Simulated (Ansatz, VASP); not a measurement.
# Two plane-wave programs on HfB

The input INCAR:

```
PREC     = Accurate       # precision mode
ENCUT    = 500            # plane-wave cutoff, eV
EDIFF    = 1E-6           # SCF threshold, eV
ISMEAR   = 0              # smearing method
SIGMA    = 0.05           # smearing width, eV
LREAL    = False          # projectors in reciprocal space
LASPH    = True           # aspherical terms in the spheres
NELM     = 120            # most SCF steps
ALGO     = Normal         # electronic algorithm
ISIF     = 2              # what is computed and relaxed
LWAVE    = False          # write WAVECAR
LCHARG   = False          # write CHGCAR
GGA      = PE             # functional
IVDW     = 13             # dispersion correction
NBANDS   = 14             # bands
GGA_COMPAT= False
```

KPOINTS

```
Automatic mesh
0
Gamma
  8 8 8
```

File POSCAR:

```
HfB
1.0
    0.0000000000      2.3989328589      2.3989328589
    2.3989328589      0.0000000000      2.3989328589
    2.3989328589      2.3989328589      0.0000000000
Hf B
1 1
Direct
    0.5000000000      0.5000000000      0.5000000000
    0.0000000000      0.0000000000      0.0000000000
```

Input for Ansatz:

```yaml
crystal:
  lattice:
    - [0.0, 2.3989328589, 2.3989328589]
    - [2.3989328589, 0.0, 2.3989328589]
    - [2.3989328589, 2.3989328589, 0.0]
  atoms:
    - { symbol: Hf, position: [0.5, 0.5, 0.5] }
    - { symbol: B, position: [0.0, 0.0, 0.0] }
basis:
  ecutwfc: 420
  ecutrho_ratio: 4
kpoints:
  mp_grid: { grid: [8, 8, 8] }
hamiltonian:
  xc: pbe
  dispersion: d4
scf:
  occupations: { method: gaussian, width: 0.05 }
output:
  forces: true
  stress: true
  eigenvalues: true
```

Alike in both runs: task single point; functional PBE; dispersion D4; k mesh 8 × 8 × 8; occupations gaussian, width 0.05 eV; no spin polarisation.

|  | VASP | Ansatz |
| --- | --- | --- |
| version | VASP 6.6.1 | Ansatz 0.2.0 |
| potentials or method | VASP PAW PBE potentials, release 64 (Hf_pv, B), cutoff 500 eV | scalar-relativistic, plane waves, PAW |
| valence electrons in the cell | 13 | 29 |

|  | VASP | Ansatz | Ansatz less VASP |
| --- | --- | --- | --- |
| gap on the k mesh at the Fermi level (eV) | none | none | - |
| pressure (GPa) | 0.4 | 0.3 | -0.16 |

A gap of «none» marks a metal or a gap that the smearing closes. VASP's potentials hold 13 valence electrons a cell and Ansatz's 29, so a difference there can come from the potentials and not from the codes.

Spin-orbit coupling is off throughout.
